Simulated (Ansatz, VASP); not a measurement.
**AlN: VASP beside Ansatz**

File INCAR:

```
PREC = Accurate
ENCUT = 520
EDIFF = 1E-7
ISMEAR = 0
SIGMA = 0.05
LREAL = False
LASPH = True
NELM = 100
ALGO = Normal
ISIF = 2
LWAVE = False
LCHARG = False
GGA = PE
NBANDS = 36
```

File KPOINTS:

```
regular mesh
0
Gamma
  8 8 2
```

The input POSCAR:

```
AlN
1.0
    2.2015871003     -2.2015871003      0.0000000000
    2.2015871003      0.0000000000     -2.2015871003
    9.5402107680      8.8063484012      8.0724860344
Al N
6 6
Direct
    1.0000000000     -0.1319333333      0.3958000000
    0.3333333333      0.2569555556      0.2291333333
    0.6666666667      0.4791777778      0.5624666667
    1.0000000000      0.7014000000      0.8958000000
    0.3333333333      0.0902888889      0.7291333333
    0.6666666667      0.6458444444      0.0624666667
    0.6666666667      0.5208444444      0.4374666667
    1.0000000000     -0.0902666667      0.2708000000
    0.3333333333      0.1319555556      0.6041333333
    0.6666666667      0.3541777778      0.9374666667
    0.0000000000     -0.2569333333      0.7708000000
    0.3333333333      0.2986222222      0.1041333333
```

Input for Ansatz:

```yaml
crystal:
  lattice:
    - [2.2015871003, -2.2015871003, 0.0]
    - [2.2015871003, 0.0, -2.2015871003]
    - [9.540210768, 8.8063484012, 8.0724860344]
  atoms:
    - { symbol: Al, position: [1.0, -0.1319333333, 0.3958] }
    - { symbol: Al, position: [0.3333333333, 0.2569555556, 0.2291333333] }
    - { symbol: Al, position: [0.6666666667, 0.4791777778, 0.5624666667] }
    - { symbol: Al, position: [1.0, 0.7014, 0.8958] }
    - { symbol: Al, position: [0.3333333333, 0.0902888889, 0.7291333333] }
    - { symbol: Al, position: [0.6666666667, 0.6458444444, 0.0624666667] }
    - { symbol: "N", position: [0.6666666667, 0.5208444444, 0.4374666667] }
    - { symbol: "N", position: [1.0, -0.0902666667, 0.2708] }
    - { symbol: "N", position: [0.3333333333, 0.1319555556, 0.6041333333] }
    - { symbol: "N", position: [0.6666666667, 0.3541777778, 0.9374666667] }
    - { symbol: "N", position: [0.0, -0.2569333333, 0.7708] }
    - { symbol: "N", position: [0.3333333333, 0.2986222222, 0.1041333333] }
basis:
  ecutwfc: 420
kpoints:
  mp_grid: { grid: [8, 8, 2] }
hamiltonian:
  xc: pbe
scf:
  occupations: { method: gaussian, width: 0.05 }
output:
  forces: true
  stress: true
  eigenvalues: true
```

Alike in both runs: task single point; functional PBE; k mesh 8 × 8 × 2; occupations gaussian, width 0.05 eV; no spin polarisation.

```csv
,VASP,Ansatz
version,VASP 6.6.1,Ansatz 0.2.0
potentials or method,"VASP PAW PBE potentials, release 64 (Al, N), cutoff 520 eV","scalar-relativistic, plane waves, PAW"
valence electrons in the cell,48,48
```

|  | VASP | Ansatz | Ansatz less VASP |
| --- | --- | --- | --- |
| gap on the k mesh at the Fermi level (eV) | 2.91 | 2.92 | +0.009 |
| least direct gap on the mesh (eV) | 3.16 | 3.17 | +0.008 |
| pressure (GPa) | -1.2 | -0.9 | +0.27 |
| traceless stress, the component that is largest in VASP (GPa) | -4.23 | -4.22 | +0.012 |
| rms of the force components (eV/Å) | 0.330 | 0.331 | +0.0006 |

Atom by atom the forces differ by 0.003 eV/Å (rms over components).
